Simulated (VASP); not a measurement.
# MgO (P1) in VASP: single point with PBEsol

Aim: the single point of MgO with PBEsol.

Everything below comes from runs of VASP 6.6.1. Logs are shortened: lines on timing, memory, paths and dates and some standing lists are left out, and cuts for length are marked.

### Step 1. The cell of the first run

The typed cell holds 8 atoms: a = 4.218 Å, b = 4.201 Å, c = 4.383 Å, α = 89.84°, β = 89.67°, γ = 90.16°.

### Step 2. Single point, PBEsol (atoms moved at random and the cell strained at random)

INCAR

```
PREC = Accurate ; ENCUT = 520
EDIFF = 1E-6 ; ISMEAR = 0
SIGMA = 0.05 ; LREAL = F
LASPH = T ; NELM = 60
ALGO = Normal ; ISIF = 2
LWAVE = F ; LCHARG = T
GGA = PS ; LELF = T
LVHAR = T ; NBANDS = 26
```

KPOINTS

```
Automatic mesh
0
Gamma
  6 6 6
```

POSCAR

```
MgO
1.0
    4.2184082039      0.0059513374     -0.0122237360
   -0.0059513374     -4.2010795438     -0.0060155050
    0.0122237360     -0.0060155050     -4.3834397319
Mg O
4 4
Direct
    0.0024940704      0.4957399611      0.5015911739
    0.4949975802      0.0066480004      0.4918364672
    0.4979571265      0.5044953114      0.0007017226
   -0.0055185455     -0.0056996820      0.0034232059
    0.5041204086     -0.0095294812      0.0086196151
    0.0021151291      0.5071228745     -0.0071065562
    0.0008643699      0.0056797866      0.5021527804
    0.5029698607      0.4955432293      0.4987815910
```

Potentials or basis: VASP PAW PBE potentials, release 64 (Mg, O).

Launch:

```console
> cat potpaw_PBE.64/Mg/POTCAR potpaw_PBE.64/O/POTCAR > POTCAR
> mpirun -np 1 vasp_std > vasp.out
```

OUTCAR:

```text
PREC = Accurate
   ENCUT = 520
   EDIFF = 1E-6
   ISMEAR = 0
   LREAL = F
   LASPH = T
   NELM = 60
   ISIF = 2
   GGA = PS

 ion  position               nearest neighbor table
   1  0.002  0.496  0.502-   7 2.06   8 2.11   8 2.11   7 2.14   6 2.15   6 2.23   2 2.93   2 2.96
                             2 2.98   4 3.02   3 3.02   3 3.03   2 3.04   4 3.04   4 3.04   4 3.04
   2  0.495  0.007  0.492-   8 2.05   7 2.08   5 2.12   7 2.13   8 2.15   5 2.27   1 2.93   1 2.96
                             1 2.98   4 3.00   3 3.00   4 3.02   3 3.02   1 3.04   3 3.06   3 3.07
   3  0.498  0.504  0.001-   5 2.04   6 2.09   6 2.13   5 2.16   8 2.18   8 2.20   4 2.93   4 2.96
                             2 3.00   4 3.00   4 3.01   2 3.02   1 3.02   1 3.03   1 3.04   2 3.06
   4  0.994  0.994  0.003-   6 2.05   5 2.07   5 2.15   6 2.15   7 2.19   7 2.20   3 2.93   3 2.96
                             2 3.00   3 3.00   3 3.01   2 3.02   1 3.02   1 3.04   1 3.04   1 3.04
   5  0.504  0.990  0.009-   3 2.04   4 2.07   2 2.12   4 2.15   3 2.16   2 2.27
   6  0.002  0.507  0.993-   4 2.05   3 2.09   3 2.13   1 2.15   4 2.15   1 2.23
   7  0.001  0.006  0.502-   1 2.06   2 2.08   2 2.13   1 2.14   4 2.19   4 2.20
   8  0.503  0.496  0.499-   2 2.05   1 2.11   1 2.11   2 2.15   3 2.18   3 2.20

  LATTYP: Found a triclinic cell.
 ALAT       =     6.0800497835
 B/A-ratio  =     0.6909627743
 C/A-ratio  =     1.0034174641
 COS(alpha) =     0.0000598433
 COS(beta)  =     0.5208852811
 COS(gamma) =     0.6929816375

  Lattice vectors:

 A1 = (  -0.0062723986,   4.2070950488,   4.3894552369)
 A2 = (   0.0059513374,   4.2010795438,   0.0060155050)
 A3 = (  -4.2306319399,   0.0000641676,   4.3956634679)

Analysis of symmetry for initial positions (statically):
=====================================================================
 Subroutine PRICEL returns:
 Original cell was already a primitive cell.

 Routine SETGRP: Setting up the symmetry group for a
 triclinic supercell.

 Subroutine GETGRP returns: Found  1 space group operations
 (whereof  1 operations were pure point group operations)
 out of a pool of  2 trial point group operations.

The static configuration has the point symmetry C_1 .

Analysis of symmetry for dynamics (positions and initial velocities):
=====================================================================
 Subroutine PRICEL returns:
 Original cell was already a primitive cell.

 Routine SETGRP: Setting up the symmetry group for a
 triclinic supercell.

 Subroutine GETGRP returns: Found  1 space group operations
 (whereof  1 operations were pure point group operations)
 out of a pool of  2 trial point group operations.

The dynamic configuration has the point symmetry C_1 .

 Subroutine INISYM returns: Found  1 space group operations
 (whereof  1 operations are pure point group operations),
 and found     1 'primitive' translations

----------------------------------------------------------------------------------------

                                     Primitive cell

  volume of cell :      77.6818

  direct lattice vectors                    reciprocal lattice vectors
     4.218408204  0.005951337 -0.012223736     0.237058635 -0.000336769  0.000661528
    -0.005951337 -4.201079544 -0.006015505     0.000336769 -0.238035001  0.000327601
     0.012223736 -0.006015505 -4.383439732    -0.000661528  0.000327601 -0.228133639

  length of vectors
     4.218430112  4.201088066  4.383460903     0.237059797  0.238035465  0.228134833

  position of ions in fractional coordinates (direct lattice)
     0.002494070  0.495739961  0.501591174
     0.494997580  0.006648000  0.491836467
     0.497957126  0.504495311  0.000701723
     0.994481454  0.994300318  0.003423206
     0.504120409  0.990470519  0.008619615
     0.002115129  0.507122874  0.992893444
     0.000864370  0.005679787  0.502152780
     0.502969861  0.495543229  0.498781591

  ion indices of the primitive-cell ions
   primitive index   ion index
                 1           1
                 2           2
                 3           3
                 4           4
                 5           5
                 6           6
                 7           7
                 8           8

----------------------------------------------------------------------------------------

 KPOINTS: Automatic mesh

Automatic generation of k-mesh.
 Grid dimensions read from file:
 generate k-points for:    6    6    6

 Generating k-lattice:

  Cartesian coordinates                     Fractional coordinates (reciprocal lattice)
     0.039509772 -0.000056128  0.000110255     0.166666667  0.000000000 -0.000000000
     0.000056128 -0.039672500  0.000054600    -0.000000000  0.166666667  0.000000000
    -0.000110255  0.000054600 -0.038022273     0.000000000  0.000000000  0.166666667

  Length of vectors
     0.039509966  0.039672578  0.038022472

  Shift w.r.t. Gamma in fractional coordinates (k-lattice)
     0.000000000  0.000000000  0.000000000

 Subroutine IBZKPT returns following result:
 ===========================================

 Found    112 irreducible k-points:

 Following reciprocal coordinates:
            Coordinates               Weight
  0.000000  0.000000  0.000000      1.000000
  0.166667  0.000000 -0.000000      2.000000
  0.333333 -0.000000  0.000000      2.000000
  0.500000 -0.000000 -0.000000      1.000000
  0.000000  0.166667 -0.000000      2.000000
  0.166667  0.166667  0.000000      2.000000
[... 16 lines left out ...]
  0.333333 -0.000000  0.166667      2.000000
  0.500000 -0.000000  0.166667      2.000000
 [... further k-points ...]
   k-points           NKPTS =    112   k-points in BZ     NKDIM =    112   number of bands    NBANDS=     26
   number of dos      NEDOS =    301   number of ions     NIONS =      8
   total plane-waves  NPLWV =  36864
   dimension x,y,z NGX =    32 NGY =   32 NGZ =   36
   dimension x,y,z NGXF=    64 NGYF=   64 NGZF=   72
   ions per type =               4   4
   NGX,Y,Z   is equivalent  to a cutoff of  12.61, 12.66, 13.65 a.u.
   NGXF,Y,Z  is equivalent  to a cutoff of  25.22, 25.33, 27.31 a.u.
 SYSTEM =  unknown system
   PREC   = accura    normal or accurate (medium, high low for compatibility)
   ISTART =      0    job   : 0-new  1-cont  2-samecut
   ICHARG =      2    charge: 1-file 2-atom 10-const
   ISPIN  =      1    spin polarized calculation?
   LNONCOLLINEAR =      F non collinear calculations
   LSORBIT =      F    spin-orbit coupling
   LASPH  =      T    aspherical Exc in radial PAW
   ENCUT  =  520.0 eV  38.22 Ry    6.18 a.u.   7.84  7.81  8.15*2*pi/ulx,y,z
   NELM   =     60;   NELMIN=  2; NELMDL= -5     # of ELM steps
   EDIFF  = 0.1E-05   stopping-criterion for ELM
   LREAL  =      F    real-space projection
   EDIFFG = 0.1E-04   stopping-criterion for IOM
   NSW    =      0    number of steps for IOM
   IBRION =     -1    ionic relax: 0-MD 1-quasi-New 2-CG
   NFREE  =      0    steps in history (QN), initial steepest desc. (CG)
   ISIF   =      2    stress and relaxation
   ISYM   =      2    0-nonsym 1-usesym 2-fastsym
   POTIM  = 0.5000    time-step for ionic-motion
   TEBEG  =    0.0;   TEEND  =   0.0 temperature during run
   PSTRESS=    0.0 pullay stress
   NELECT =      32.0000    total number of electrons
   NUPDOWN=      -1.0000    fix difference up-down
   EMIN   =  10.00;   EMAX   =-10.00  energy-range for DOS
   EFERMI =   0.00;   METHOD = LEGACY
   ISMEAR =     0;   SIGMA  =   0.05  broadening in eV -4-tet -1-fermi 0-gaus
   EFERMI_NEDOS =   21; number of points for ismear=-14 and -15
   IALGO  =     38    algorithm
   IMIX   =      4    mixing-type and parameters
     AMIX     =   0.40;   BMIX     =  1.00
     AMIX_MAG =   1.60;   BMIX_MAG =  1.00
  volume/ion in A,a.u.               =       9.71        65.53
  Fermi-wavevector in a.u.,A,eV,Ry     =   1.218106  2.301886 20.188080  1.483782
  Thomas-Fermi vector in A             =   2.353404
   LORBIT       =      0    0 simple, 1 ext, 2 COOP (PROOUT), +10 PAW based schemes
   GGA     = PS    functional components
   LHFCALC =     F    Hartree Fock is set to
   AEXX    =    0.0000 exact exchange contribution
   IVDW    =     0    specifies the selected vdW correction
   LEPSILON=     F    determine dielectric tensor
   LRPA    =     F    only Hartree local field effects (RPA)
 non-spin polarized calculation
 Gauss-broadening in eV      SIGMA  =   0.05
  energy-cutoff  :      520.00
  volume of cell :       77.68
 maximum number of plane-waves:      2112
   NGX = 15   NGY = 15   NGZ = 17

 number of electron      32.0000000 magnetization

 Free energy of the ion-electron system (eV)
  ---------------------------------------------------
  ext. energy  EPLUGINS =         0.00000000
  ---------------------------------------------------
  free energy    TOTEN  =       -49.88976852 eV

  energy without entropy =      -49.88976852  energy(sigma->0) =      -49.88976852

 E-fermi :   3.0622     XC(G=0): -11.1194

 val. band max:        2.8290834831   @ k =   0.0000   0.0000   0.0000
 cond. band min:       7.0317707667   @ k =   0.0000   0.0000   0.0000
 fundamental gap:      4.2026872836
 Fermi energy:         3.0622474102

 k-point     1 :       0.0000    0.0000    0.0000
  band No.  band energies     occupation
      1     -14.2365      2.00000
      2     -12.8443      2.00000
      3     -12.7382      2.00000
      4     -12.7254      2.00000
      5      -1.2887      2.00000
      6      -1.1728      2.00000
[... 18 lines left out ...]
     25      15.4728      0.00000
     26      15.5721      0.00000

 k-point     2 :       0.1667    0.0000   -0.0000
  band No.  band energies     occupation
      1     -14.1404      2.00000
      2     -12.8419      2.00000
      3     -12.8229      2.00000
      4     -12.7203      2.00000
      5      -1.1562      2.00000
      6      -1.0253      2.00000
[... 18 lines left out ...]
     25      15.4447      0.00000
     26      15.5773      0.00000

 k-point     3 :       0.3333   -0.0000    0.0000
  band No.  band energies     occupation
      1     -13.8741      2.00000
      2     -13.1235      2.00000
      3     -12.7749      2.00000
      4     -12.7151      2.00000
      5      -0.7634      2.00000
      6      -0.6316      2.00000
[... 18 lines left out ...]
     25      14.9747      0.00000
     26      15.3216      0.00000

 k-point     4 :       0.5000   -0.0000   -0.0000
  band No.  band energies     occupation
      1     -13.5092      2.00000
      2     -13.4966      2.00000
      3     -12.7334      2.00000
      4     -12.7298      2.00000
      5      -0.1558      2.00000
      6      -0.1366      2.00000
[... 18 lines left out ...]
     25      14.7516      0.00000
     26      14.7772      0.00000

 k-point     5 :       0.0000    0.1667   -0.0000
  band No.  band energies     occupation
      1     -14.1394      2.00000
      2     -12.8480      2.00000
      3     -12.8057      2.00000
      4     -12.7303      2.00000
      5      -1.1526      2.00000
      6      -1.0380      2.00000
[... 18 lines left out ...]
     25      15.3515      0.00000
     26      15.6654      0.00000

 k-point     6 :       0.1667    0.1667    0.0000
  band No.  band energies     occupation
      1     -14.0464      2.00000
      2     -12.8339      2.00000
      3     -12.8238      2.00000
      4     -12.7940      2.00000
      5      -1.0214      2.00000
      6      -0.9485      2.00000
[... 427 lines left out ...]
 k-point    21 :      -0.0000   -0.0000    0.1667
  band No.  band energies     occupation
      1     -14.1500      2.00000
      2     -12.9457      2.00000
      3     -12.7276      2.00000
      4     -12.7170      2.00000
      5      -1.1308      2.00000
      6      -1.0503      2.00000
[... 18 lines left out ...]
     25      15.3011      0.00000
     26      15.4648      0.00000

 k-point    22 :       0.1667    0.0000    0.1667
  band No.  band energies     occupation
      1     -14.0585      2.00000
      2     -12.9163      2.00000
      3     -12.8208      2.00000
      4     -12.7203      2.00000
      5      -1.0367      2.00000
      6      -0.9468      2.00000
[... 18 lines left out ...]
     25      15.3482      0.00000
     26      15.4227      0.00000

 k-point    23 :       0.3333   -0.0000    0.1667
  band No.  band energies     occupation
      1     -13.8035      2.00000
      2     -13.0853      2.00000
      3     -12.8443      2.00000
      4     -12.7355      2.00000
      5      -0.7679      2.00000
      6      -0.6024      2.00000
[... 18 lines left out ...]
     25      14.9837      0.00000
     26      15.2600      0.00000

 k-point    24 :       0.5000   -0.0000    0.1667
  band No.  band energies     occupation
      1     -13.4534      2.00000
      2     -13.4397      2.00000
      3     -12.7802      2.00000
      4     -12.7725      2.00000
      5      -0.3749      2.00000
      6      -0.3579      2.00000
[... 18 lines left out ...]
     25      14.8961      0.00000
     26      14.9115      0.00000

 [... further k-points ...]
[... 5 lines left out ...]
  --------------------------------------------------------------------------------------
  -------------------------------------------------------------------------------------
  Total       -1.7594099     -1.0816695     -4.4829252     -0.1966408     -0.1473316      0.3667521
  in kB      -36.2876048    -22.3092947    -92.4597610     -4.0556922     -3.0386947      7.5642158
  external PRESSURE =     -50.3522202 kB  Pullay stress =       0.0000000 kB

 VOLUME and BASIS-vectors are now :
 -----------------------------------------------------------------------------
  energy-cutoff  :      520.00
  volume of cell :       77.68
      direct lattice vectors                 reciprocal lattice vectors
     4.218408204  0.005951337 -0.012223736     0.237058635 -0.000336769  0.000661528
    -0.005951337 -4.201079544 -0.006015505     0.000336769 -0.238035001  0.000327601
     0.012223736 -0.006015505 -4.383439732    -0.000661528  0.000327601 -0.228133639

 POSITION                                       TOTAL-FORCE (eV/Angst)
 -----------------------------------------------------------------------------------
      0.01370     -2.08565     -2.20171        -0.109973     -0.287958     -0.025481
      2.09407     -0.02794     -2.16203         0.231727      0.357252     -0.285404
      2.09759     -2.11647     -0.01220         0.123693      0.298173      0.096681
      4.18925     -4.17124     -0.03314         0.213453     -0.308495      0.154085
      2.12080     -4.15810     -0.04990        -0.260864     -0.541871      0.230440
      0.01804     -2.13642     -4.35537        -0.048079      0.461137     -0.259286
      0.00975     -0.02688     -2.20120        -0.039321      0.281569      0.097799
      2.12488     -2.08182     -2.19551        -0.110636     -0.259806     -0.008834
 -----------------------------------------------------------------------------------
    total drift:                                0.000335     -0.000009      0.000125

  FREE ENERGIE OF THE ION-ELECTRON SYSTEM (eV)
  ---------------------------------------------------
  free  energy   TOTEN  =       -49.8897685204 eV

  energy  without entropy=      -49.8897685204  energy(sigma->0) =      -49.88976852
```

It took 2.6 min on 1 thread of Intel Xeon 6975P-C, shared host; peak memory 0.3 GiB.

What came out:

* Free energy: -49.8898 eV
* Pressure: -5.0 GPa
* Largest force: 0.644 eV/Å
* Band gap on the k mesh: 4.20 eV

Forces on the atoms (eV/Å):
```
Mg  -0.110 -0.288 -0.025
Mg   0.232  0.357 -0.285
Mg   0.124  0.298  0.097
Mg   0.213 -0.308  0.154
O   -0.261 -0.542  0.230
O   -0.048  0.461 -0.259
O   -0.039  0.282  0.098
O   -0.111 -0.260 -0.009
```

Stress tensor (GPa, compression positive):
```
-3.63 -0.41  0.76
-0.41 -2.23 -0.30
 0.76 -0.30 -9.25
```

Caveat: the cell differs from its parent crystal (atoms moved at random and the cell strained at random); the PAW data sets were made with another functional, which shifts forces and pressure a little.
